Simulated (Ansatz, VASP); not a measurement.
## One calculation of PbO, two programs

```
Pb O
1.0
     0.00000    2.63214    2.63214
     2.63214    0.00000    2.63214
     2.63214    2.63214    0.00000
Pb O
1 1
Cartesian
  0.0000 0.0000 0.0000
  2.6321 2.6321 2.6321
```

Alike in both runs: functional PBE; k mesh 12 × 12 × 12; occupations gaussian, width 0.02 eV; no spin polarisation.

Ansatz relaxed the structure, and its values are those at the end. VASP's run is a single point on that final structure, the one shown.

|  | VASP | Ansatz |
| --- | --- | --- |
| version | VASP 6.6.1 | Ansatz 0.2.0 |
| potentials or method | VASP PAW PBE potentials, release 64 (Pb_d, O), cutoff 520 eV | scalar-relativistic, plane waves, PAW |
| valence electrons in the cell | 20 | 20 |

|  | VASP | Ansatz | Ansatz less VASP |
| --- | --- | --- | --- |
| gap on the k mesh at the Fermi level (eV) | 0.41 | 0.41 | 0.000 |
| least direct gap on the mesh (eV) | 0.45 | 0.45 | +0.001 |
| pressure (GPa) | 0.0 | 0.0 | +0.06 |

Neither program's run includes spin-orbit coupling.
